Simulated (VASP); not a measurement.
# PtS2 (P3m1) in VASP: single point with PBE

Aim: the single point of PtS2 with PBE.

Program: VASP 6.6.1. These are calculated values, not measurements. Logs are shortened: lines on timing, memory, paths and dates and some standing lists are left out, and cuts for length are marked.

## 1. The cell of the first run

The structure is trigonal, space group P3m1 (No. 156). Conventional cell: a = 3.557 Å, b = 3.557 Å, c = 5.134 Å, α = 90.00°, β = 90.00°, γ = 120.00°. Pt (site symmetry 3m) has 6 S at 2.28 to 2.62 Å within 3.0 Å. Within 3.0 Å of S (site symmetry 3m) lie 3 Pt at 2.28 Å. Within 3.6 Å of S (site symmetry 3m) lie 3 Pt at 2.62 Å and 12 S at 3.24 to 3.56 Å.

## 2. Single point, PBE (strained and its atoms moved)

Input file INCAR:

```
SYSTEM = PtS2
  PREC = Accurate
  ENCUT = 520
  EDIFF = 1E-6
  ISMEAR = 0
  SIGMA = 0.05
  LREAL = .FALSE.
  LASPH = .TRUE.
  NELM = 100
  ALGO = Normal
  ISIF = 2
  LWAVE = .FALSE.
  LCHARG = .FALSE.
  GGA = PE
  NBANDS = 18
```

Input file KPOINTS:

```
Automatic mesh
0
G
  12 12 8
  0 0 0
```

Input file POSCAR:

```
PtS2
1.0
    3.5571242497      0.0000000000      0.0000000000
   -1.7785621249      3.0805599647      0.0000000000
    0.0000000000      0.0000000000      5.1341844840
Pt S
1 2
Direct
    0.0000000000      0.0000000000      0.0415344440
    0.3333333333      0.6666666667      0.2351873437
    0.6666666667      0.3333333333      0.7232782123
```

Potentials or basis: VASP PAW PBE potentials, release 64 (Pt, S).

Command:

```bash
cat potpaw_PBE.64/Pt/POTCAR potpaw_PBE.64/S/POTCAR > POTCAR
mpirun -np 1 vasp_std > vasp.out
```

OUTCAR:

```text
SYSTEM = PtS2
   PREC = Accurate
   ENCUT = 520
   EDIFF = 1E-6
   ISMEAR = 0
   LREAL = .FALSE.
   LASPH = .TRUE.
   NELM = 100
   ISIF = 2
   GGA = PE

 ion  position               nearest neighbor table
   1  0.000  0.000  0.042-   2 2.28   2 2.28   2 2.28   3 2.62   3 2.62   3 2.62
   2  0.333  0.667  0.235-   1 2.28   1 2.28   1 2.28
   3  0.667  0.333  0.723-   1 2.62   1 2.62   1 2.62

  LATTYP: Found a hexagonal cell.
 ALAT       =     3.5571242497
 C/A-ratio  =     1.4433525859

  Lattice vectors:

 A1 = (   3.5571242497,   0.0000000000,   0.0000000000)
 A2 = (  -1.7785621249,   3.0805599647,   0.0000000000)
 A3 = (   0.0000000000,   0.0000000000,   5.1341844840)

Analysis of symmetry for initial positions (statically):
=====================================================================
 Subroutine PRICEL returns:
 Original cell was already a primitive cell.

 Routine SETGRP: Setting up the symmetry group for a
 hexagonal supercell.

 Subroutine GETGRP returns: Found  6 space group operations
 (whereof  6 operations were pure point group operations)
 out of a pool of 24 trial point group operations.

The static configuration has the point symmetry C_3v.

Analysis of symmetry for dynamics (positions and initial velocities):
=====================================================================
 Subroutine PRICEL returns:
 Original cell was already a primitive cell.

 Routine SETGRP: Setting up the symmetry group for a
 hexagonal supercell.

 Subroutine GETGRP returns: Found  6 space group operations
 (whereof  6 operations were pure point group operations)
 out of a pool of 24 trial point group operations.

The dynamic configuration has the point symmetry C_3v.

 Subroutine INISYM returns: Found  6 space group operations
 (whereof  6 operations are pure point group operations),
 and found     1 'primitive' translations

----------------------------------------------------------------------------------------

                                     Primitive cell

  volume of cell :      56.2601

  direct lattice vectors                    reciprocal lattice vectors
     3.557124250  0.000000000  0.000000000     0.281125969  0.162308154  0.000000000
    -1.778562125  3.080559965  0.000000000     0.000000000  0.324616307  0.000000000
     0.000000000  0.000000000  5.134184484     0.000000000  0.000000000  0.194772900

  length of vectors
[... 84 lines left out ...]
   EDIFF  = 0.1E-05   stopping-criterion for ELM
   LREAL  =      F    real-space projection
   EDIFFG = 0.1E-04   stopping-criterion for IOM
   NSW    =      0    number of steps for IOM
   IBRION =     -1    ionic relax: 0-MD 1-quasi-New 2-CG
   NFREE  =      0    steps in history (QN), initial steepest desc. (CG)
   ISIF   =      2    stress and relaxation
   ISYM   =      2    0-nonsym 1-usesym 2-fastsym
   POTIM  = 0.5000    time-step for ionic-motion
   TEBEG  =    0.0;   TEEND  =   0.0 temperature during run
   PSTRESS=    0.0 pullay stress
   NELECT =      22.0000    total number of electrons
   NUPDOWN=      -1.0000    fix difference up-down
   EMIN   =  10.00;   EMAX   =-10.00  energy-range for DOS
   EFERMI =   0.00;   METHOD = LEGACY
   ISMEAR =     0;   SIGMA  =   0.05  broadening in eV -4-tet -1-fermi 0-gaus
   EFERMI_NEDOS =   21; number of points for ismear=-14 and -15
   IALGO  =     38    algorithm
   IMIX   =      4    mixing-type and parameters
     AMIX     =   0.40;   BMIX     =  1.00
     AMIX_MAG =   1.60;   BMIX_MAG =  1.00
  volume/ion in A,a.u.               =      18.75       126.55
  Fermi-wavevector in a.u.,A,eV,Ry     =   1.197151  2.262288 19.499475  1.433171
  Thomas-Fermi vector in A             =   2.333073
   LORBIT       =      0    0 simple, 1 ext, 2 COOP (PROOUT), +10 PAW based schemes
   GGA     = PE    functional components
   LHFCALC =     F    Hartree Fock is set to
   AEXX    =    0.0000 exact exchange contribution
   IVDW    =     0    specifies the selected vdW correction
   LEPSILON=     F    determine dielectric tensor
   LRPA    =     F    only Hartree local field effects (RPA)
 non-spin polarized calculation
 Gauss-broadening in eV      SIGMA  =   0.05
  energy-cutoff  :      520.00
  volume of cell :       56.26
 maximum number of plane-waves:      1545
 NGX is ok and might be reduce to    28
   NGX = 13   NGY = 13   NGZ = 19

 number of electron      21.9999999 magnetization

 Free energy of the ion-electron system (eV)
  ---------------------------------------------------
  ext. energy  EPLUGINS =         0.00000000
  ---------------------------------------------------
  free energy    TOTEN  =       -14.52186401 eV

  energy without entropy =      -14.52113833  energy(sigma->0) =      -14.52150117

 E-fermi :   6.6328     XC(G=0): -10.5976

 val. band max:        6.6196888250   @ k =   0.0000   0.1667   0.1250
 cond. band min:       6.6358103533   @ k =   0.0000   0.0000   0.1250
 fundamental gap:      0.0161215283
 Fermi energy:         6.6328112522

 k-point     1 :       0.0000    0.0000    0.0000
  band No.  band energies     occupation
      1      -8.7868      2.00000
      2      -5.7957      2.00000
      3      -0.3848      2.00000
      4      -0.2113      2.00000
      5      -0.2113      2.00000
      6       2.6809      2.00000
[... 481 lines left out ...]
      5       0.3716      2.00000
      6       2.3129      2.00000
[... 10 lines left out ...]
     17      15.7587      0.00000
     18      15.9893      0.00000

 [... further k-points ...]

------------------------ aborting loop because EDIFF is reached ----------------------------------------

  FORCE on cell =-STRESS in cart. coord.  units (eV):
  Direction    XX          YY          ZZ          XY          YZ          ZX
  --------------------------------------------------------------------------------------
  -------------------------------------------------------------------------------------
  Total        1.1690033      1.1690033     -1.3918033     -0.0000000      0.0000000      0.0000000
  in kB       33.2909462     33.2909462    -39.6358580     -0.0000000      0.0000000      0.0000000
  external PRESSURE =       8.9820115 kB  Pullay stress =       0.0000000 kB

 VOLUME and BASIS-vectors are now :
 -----------------------------------------------------------------------------
  energy-cutoff  :      520.00
  volume of cell :       56.26
      direct lattice vectors                 reciprocal lattice vectors
     3.557124250  0.000000000  0.000000000     0.281125969  0.162308154  0.000000000
    -1.778562125  3.080559965  0.000000000     0.000000000  0.324616307  0.000000000
     0.000000000  0.000000000  5.134184484     0.000000000  0.000000000  0.194772900

 POSITION                                       TOTAL-FORCE (eV/Angst)
 -----------------------------------------------------------------------------------
      0.00000      0.00000      0.21325         0.000000     -0.000000     -4.814375
     -0.00000      2.05371      1.20750        -0.000000      0.000000      2.198792
      1.77856      1.02685      3.71344         0.000000      0.000000      2.615582
 -----------------------------------------------------------------------------------
    total drift:                               -0.000000      0.000000     -0.000200

  FREE ENERGIE OF THE ION-ELECTRON SYSTEM (eV)
  ---------------------------------------------------
  free  energy   TOTEN  =       -14.5218640054 eV

  energy  without entropy=      -14.5211383328  energy(sigma->0) =      -14.52150117
```

OSZICAR:

```text
N       E                     dE             d eps       ncg     rms          rms(c)
DAV:   1     0.110762159393E+03    0.11076E+03   -0.10308E+04  4724   0.109E+03
DAV:   2    -0.106183716601E+02   -0.12138E+03   -0.11761E+03  5784   0.216E+02
DAV:   3    -0.160101760936E+02   -0.53918E+01   -0.53520E+01  6012   0.467E+01
DAV:   4    -0.160670800998E+02   -0.56904E-01   -0.56871E-01  6246   0.534E+00
DAV:   5    -0.160679491451E+02   -0.86905E-03   -0.86897E-03  6042   0.640E-01    0.175E+01
DAV:   6    -0.151554462179E+02    0.91250E+00   -0.99143E+00  4978   0.284E+01    0.147E+01
DAV:   7    -0.145556208908E+02    0.59983E+00   -0.39858E+00  4916   0.138E+01    0.638E+00
DAV:   8    -0.145328365937E+02    0.22784E-01   -0.36500E-01  5920   0.298E+00    0.217E+00
DAV:   9    -0.145219190903E+02    0.10918E-01   -0.46173E-02  5728   0.139E+00    0.495E-01
DAV:  10    -0.145217876549E+02    0.13144E-03   -0.49341E-03  5656   0.487E-01    0.193E-01
DAV:  11    -0.145218292921E+02   -0.41637E-04   -0.37157E-04  5834   0.132E-01    0.108E-01
DAV:  12    -0.145218600580E+02   -0.30766E-04   -0.14850E-04  6176   0.767E-02    0.149E-02
DAV:  13    -0.145218635676E+02   -0.35096E-05   -0.24888E-05  5722   0.302E-02    0.993E-03
DAV:  14    -0.145218640054E+02   -0.43773E-06   -0.12787E-06  4774   0.729E-03
   1 F= -.14521864E+02 E0= -.14521501E+02  d E =-.725673E-03
```

Wall time 69 s (1 thread of Intel Xeon Platinum 8488C (Sapphire Rapids), shared host); peak memory 0.27 GiB.

What came out:

| Item | Value |
| --- | --- |
| Free energy | -14.5219 eV |
| Pressure | 0.9 GPa |
| Largest force | 4.814 eV/Å |
| Band gap on the k mesh | zero (bands 11 and 12 overlap by 0.56 eV) |

Forces in eV/Å, atoms in the order of the input:
```
Pt   0.000  0.000 -4.814
S    0.000  0.000  2.199
S    0.000  0.000  2.616
```

Caveat: the cell differs from its parent crystal (strained and its atoms moved); the stress differs along the axes, from -4 to 3 GPa; spin-orbit coupling is left out, which moves the levels of the heavy elements; forces of over 1 eV/Å act on the atoms, so gaps and moduli don't describe the material at rest.
